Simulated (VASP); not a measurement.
A run of VASP 6.6.1 is set up as follows.

The input POSCAR:

```
CdSe
1.0
    0.0000000000      2.8739580000      2.8739580000
    2.8739580000      0.0000000000      2.8739580000
    2.8739580000      2.8739580000      0.0000000000
Cd Se
1 1
Direct
    0.0000000000      0.0000000000      0.0000000000
    0.5000000000      0.5000000000      0.5000000000
```

Contents of INCAR.step1:

```
ALGO     = Normal         # electronic algorithm
EDIFF    = 1E-5           # SCF threshold, eV
ENCUT    = 600            # plane-wave cutoff, eV
GGA      = PE             # functional
ISMEAR   = -1             # smearing method
LASPH    = True           # aspherical terms in the spheres
LCHARG   = False          # write CHGCAR
LREAL    = False          # projectors in reciprocal space
LWAVE    = True           # write WAVECAR
NBANDS   = 16             # bands
NELM     = 80             # most SCF steps
PREC     = Accurate       # precision mode
SIGMA    = 0.05           # smearing width, eV
```

File INCAR.step2:

```
AEXX     = 1.0            # exact-exchange fraction
AGGAC    = 0.0          
ALDAC    = 0.0          
ALGO     = Normal         # electronic algorithm
EDIFF    = 1E-6           # SCF threshold, eV
EDIFFG   = -0.01          # ionic threshold
ENCUT    = 600            # plane-wave cutoff, eV
GGA      = PE             # functional
IBRION   = 2              # ionic algorithm
ISIF     = 3              # what is computed and relaxed
ISMEAR   = -1             # smearing method
ISTART   = 1            
LASPH    = True           # aspherical terms in the spheres
LCHARG   = False          # write CHGCAR
LHFCALC  = True           # exact exchange
LREAL    = False          # projectors in reciprocal space
LWAVE    = False          # write WAVECAR
NELM     = 80             # most SCF steps
NSW      = 60             # ionic steps
PREC     = Accurate       # precision mode
PRECFOCK = Normal       
SIGMA    = 0.05           # smearing width, eV
```

KPOINTS

```
k-points
0
Gamma
  4 4 4
```

Potentials or basis: VASP PAW PBE potentials, release 64 (Cd, Se).

Launch:

```console
$ cat potpaw_PBE.64/Cd/POTCAR potpaw_PBE.64/Se/POTCAR > POTCAR
$ cp INCAR.step1 INCAR
$ mpirun -np 1 vasp_std > vasp.out
$ cp INCAR.step2 INCAR
$ mpirun -np 1 vasp_std > vasp.out
```

Question: Predict the relaxed volume.

Answer: 24.87 Å³/atom.

Question: Predict the band gap on the k mesh.

Answer: 6.58 eV, indirect (least direct gap 7.78 eV).

Question: Predict the space group after relaxing (to 0.05 Å).

Answer: Fm-3m (No. 225).

Final structure:
```
CELL_PARAMETERS angstrom
0.00000 2.91876 2.91876
2.91876 0.00000 2.91876
2.91876 2.91876 0.00000
ATOMIC_POSITIONS crystal
Cd 0.00000 0.00000 0.00000
Se 0.50000 0.50000 0.50000
```

Caveat: the k points lie up to 0.47 Å⁻¹ apart in the final cell; the PAW data sets were made with another functional, which shifts forces and pressure a little. A k mesh can miss the band edges.
